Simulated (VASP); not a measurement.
# NiO (P2/m) in VASP: notebook

The runs below take NiO through single point, with PBE.

Everything below comes from runs of VASP 6.6.1. Logs are shortened: lines on timing, memory, paths and dates and some standing lists are left out, and cuts for length are marked.

**1. The cell of the first run**

The structure is monoclinic, space group P2/m (No. 10). Conventional cell: a = 3.425 Å, b = 2.646 Å, c = 5.004 Å, α = 90.00°, β = 90.61°, γ = 90.00°. Ni (site symmetry 2/m) has 4 O at 1.91 Å and 4 Ni at 2.50 to 2.65 Å within 2.7 Å. Ni (site symmetry 2/m) has 4 O at 1.91 Å and 4 Ni at 2.50 to 2.65 Å within 2.7 Å. Within 2.5 Å of O (site symmetry m) lie 4 Ni at 1.91 Å.

**2. Single point, PBE**

INCAR reads:

```
SYSTEM = NiO
PREC = Accurate ; ENCUT = 700
EDIFF = 1E-6 ; ISMEAR = 0
SIGMA = 0.1 ; LREAL = .FALSE.
LASPH = .TRUE. ; NELM = 120
ALGO = Normal ; ISIF = 2
LWAVE = .FALSE. ; LCHARG = .TRUE.
GGA = PE ; LELF = .TRUE.
LVHAR = .TRUE. ; NBANDS = 32
GGA_COMPAT = .FALSE.
```

KPOINTS reads:

```
Automatic mesh
0
G
  6 6 4
  0 0 0
```

POSCAR reads:

```
NiO
1.0
    3.4253685993      0.0000000000      0.0000000000
    0.0000000000      2.6459063291      0.0000000000
   -0.0533217743      0.0000000000      5.0038205324
Ni O
2 2
Direct
    0.0000000000      0.0000000000      0.0000000000
    0.0000000000      0.0000000000      0.5000000000
    0.8295059745      0.5000000000      0.2488150590
    0.1704940255      0.5000000000      0.7511849410
```

Potentials or basis: VASP PAW PBE potentials, release 64 (Ni_sv_GW, O).

Run with:

```bash
cat potpaw_PBE.64/Ni_sv_GW/POTCAR potpaw_PBE.64/O/POTCAR > POTCAR
mpirun -np 1 vasp_std > vasp.out
```

OUTCAR:

```text
SYSTEM = NiO
   PREC = Accurate
   ENCUT = 700
   EDIFF = 1E-6
   ISMEAR = 0
   LREAL = .FALSE.
   LASPH = .TRUE.
   NELM = 120
   ISIF = 2
   GGA = PE

 ion  position               nearest neighbor table
   1  0.000  0.000  0.000-   3 1.91   4 1.91   3 1.91   4 1.91   2 2.50   2 2.50
   2  0.000  0.000  0.500-   3 1.91   4 1.91   3 1.91   4 1.91   1 2.50   1 2.50
   3  0.830  0.500  0.249-   2 1.91   2 1.91   1 1.91   1 1.91
   4  0.170  0.500  0.751-   2 1.91   2 1.91   1 1.91   1 1.91

  LATTYP: Found a simple monoclinic cell.
 ALAT       =     3.4253685993
 B/A-ratio  =     0.7724442647
 C/A-ratio  =     1.4608952244
 COS(beta)  =    -0.0106556074

  Lattice vectors:

 A1 = (   3.4253685993,   0.0000000000,   0.0000000000)
 A2 = (   0.0000000000,   2.6459063291,   0.0000000000)
 A3 = (  -0.0533217743,   0.0000000000,   5.0038205324)

Analysis of symmetry for initial positions (statically):
=====================================================================
 Subroutine PRICEL returns:
 Original cell was already a primitive cell.

 Routine SETGRP: Setting up the symmetry group for a
 simple monoclinic supercell.

 Subroutine GETGRP returns: Found  4 space group operations
 (whereof  4 operations were pure point group operations)
 out of a pool of  4 trial point group operations.

The static configuration has the point symmetry C_2h.

Analysis of symmetry for dynamics (positions and initial velocities):
=====================================================================
 Subroutine PRICEL returns:
 Original cell was already a primitive cell.

 Routine SETGRP: Setting up the symmetry group for a
 simple monoclinic supercell.

 Subroutine GETGRP returns: Found  4 space group operations
 (whereof  4 operations were pure point group operations)
 out of a pool of  4 trial point group operations.

The dynamic configuration has the point symmetry C_2h.

 Subroutine INISYM returns: Found  4 space group operations
 (whereof  4 operations are pure point group operations),
 and found     1 'primitive' translations

----------------------------------------------------------------------------------------

                                     Primitive cell

  volume of cell :      45.3506

  direct lattice vectors                    reciprocal lattice vectors
     3.425368599  0.000000000  0.000000000     0.291939384  0.000000000  0.003110968
[... 90 lines left out ...]
   EDIFF  = 0.1E-05   stopping-criterion for ELM
   LREAL  =      F    real-space projection
   EDIFFG = 0.1E-04   stopping-criterion for IOM
   NSW    =      0    number of steps for IOM
   IBRION =     -1    ionic relax: 0-MD 1-quasi-New 2-CG
   NFREE  =      0    steps in history (QN), initial steepest desc. (CG)
   ISIF   =      2    stress and relaxation
   ISYM   =      2    0-nonsym 1-usesym 2-fastsym
   POTIM  = 0.5000    time-step for ionic-motion
   TEBEG  =    0.0;   TEEND  =   0.0 temperature during run
   PSTRESS=    0.0 pullay stress
   NELECT =      48.0000    total number of electrons
   NUPDOWN=      -1.0000    fix difference up-down
   EMIN   =  10.00;   EMAX   =-10.00  energy-range for DOS
   EFERMI =   0.00;   METHOD = LEGACY
   ISMEAR =     0;   SIGMA  =   0.10  broadening in eV -4-tet -1-fermi 0-gaus
   EFERMI_NEDOS =   21; number of points for ismear=-14 and -15
   IALGO  =     38    algorithm
   IMIX   =      4    mixing-type and parameters
     AMIX     =   0.40;   BMIX     =  1.00
     AMIX_MAG =   1.60;   BMIX_MAG =  1.00
  volume/ion in A,a.u.               =      11.34        76.51
  Fermi-wavevector in a.u.,A,eV,Ry     =   1.668377  3.152775 37.871549  2.783480
  Thomas-Fermi vector in A             =   2.754235
   LORBIT       =      0    0 simple, 1 ext, 2 COOP (PROOUT), +10 PAW based schemes
   GGA     = PE    functional components
   LHFCALC =     F    Hartree Fock is set to
   AEXX    =    0.0000 exact exchange contribution
   IVDW    =     0    specifies the selected vdW correction
   LEPSILON=     F    determine dielectric tensor
   LRPA    =     F    only Hartree local field effects (RPA)
 non-spin polarized calculation
 Gauss-broadening in eV      SIGMA  =   0.10
  energy-cutoff  :      700.00
  volume of cell :       45.35
 maximum number of plane-waves:      1931
 NGX is ok and might be reduce to    30
   NGX = 15   NGY = 11   NGZ = 21

 number of electron      47.9999993 magnetization

 Free energy of the ion-electron system (eV)
  ---------------------------------------------------
  ext. energy  EPLUGINS =         0.00000000
  ---------------------------------------------------
  free energy    TOTEN  =       -24.88368430 eV

  energy without entropy =      -24.87139228  energy(sigma->0) =      -24.87753829

 E-fermi :   4.1688     XC(G=0): -11.3509

 val. band max:        4.0993185344   @ k =   0.0000   0.1667   0.0000
 cond. band min:       4.1897871056   @ k =   0.5000   0.0000  -0.0000
 fundamental gap:      0.0904685712
 Fermi energy:         4.1688417292

 k-point     1 :       0.0000    0.0000    0.0000
  band No.  band energies     occupation
      1     -99.0033      2.00000
      2     -98.9915      2.00000
      3     -59.8448      2.00000
      4     -59.7348      2.00000
      5     -59.6667      2.00000
      6     -59.6542      2.00000
[... 829 lines left out ...]
     31      17.6541      0.00000
     32      18.8406      0.00000

 [... further k-points ...]

------------------------ aborting loop because EDIFF is reached ----------------------------------------

  FORCE on cell =-STRESS in cart. coord.  units (eV):
  Direction    XX          YY          ZZ          XY          YZ          ZX
  --------------------------------------------------------------------------------------
  -------------------------------------------------------------------------------------
  Total        0.0586456     -0.0132686     -0.2362398      0.0000000      0.0000000      0.0136506
  in kB        2.0718701     -0.4687602     -8.3460350      0.0000000      0.0000000      0.4822559
  external PRESSURE =      -2.2476417 kB  Pullay stress =       0.0000000 kB

 VOLUME and BASIS-vectors are now :
 -----------------------------------------------------------------------------
  energy-cutoff  :      700.00
  volume of cell :       45.35
      direct lattice vectors                 reciprocal lattice vectors
     3.425368599  0.000000000  0.000000000     0.291939384  0.000000000  0.003110968
     0.000000000  2.645906329  0.000000000     0.000000000  0.377942329  0.000000000
    -0.053321774  0.000000000  5.003820532     0.000000000  0.000000000  0.199847295

 POSITION                                       TOTAL-FORCE (eV/Angst)
 -----------------------------------------------------------------------------------
      0.00000      0.00000      0.00000        -0.000000     -0.000000      0.000000
     -0.02666      0.00000      2.50191         0.000000     -0.000000      0.000000
      2.82810      1.32295      1.24503        -0.060329      0.000000     -0.000249
      0.54395      1.32295      3.75879         0.060329     -0.000000      0.000249
 -----------------------------------------------------------------------------------
    total drift:                                0.000000     -0.000000     -0.000000

  FREE ENERGIE OF THE ION-ELECTRON SYSTEM (eV)
  ---------------------------------------------------
  free  energy   TOTEN  =       -24.8836842989 eV

  energy  without entropy=      -24.8713922771  energy(sigma->0) =      -24.87753829
```

stdout:

```text
POSCAR found type information on POSCAR NiO
 POSCAR found :  2 types and       4 ions
 scaLAPACK will be used
 LDA part: xc-table for (Slater+PW92), standard interpolation
 POSCAR, INCAR and KPOINTS ok, starting setup
 FFT: planning ... GRIDC
 FFT: planning ... GRID_SOFT
 FFT: planning ... GRID
 WAVECAR not read
 entering main loop
```

It took 1.7 min on 1 thread of Intel Xeon 6975P-C (Granite Rapids), shared host; peak memory 0.26 GiB.

Results:

```yaml
Free_energy: -24.8837 eV
Pressure: -0.2 GPa
Largest_force: 0.060 eV/Å
Band_gap_on_the_k_mesh: zero (bands 24 and 25 overlap by 0.08 eV)
```

Forces in eV/Å, atoms in the order of the input:
```
Ni   0.000  0.000  0.000
Ni   0.000  0.000  0.000
O   -0.060  0.000  0.000
O    0.060  0.000  0.000
```

Caveat: the k points lie up to 0.40 Å⁻¹ apart; the run has no spin polarisation, though such a crystal can be magnetic; semilocal functionals often make such compounds metallic where correlation or magnetic order opens a gap, which also shifts bond lengths. Spin polarisation is off, so any magnetic state and its effect on volume and gap are missing.

(Continued in part 2 of 2.)

The gap in the log of VASP goes by the Fermi energy; the results here count the filled bands.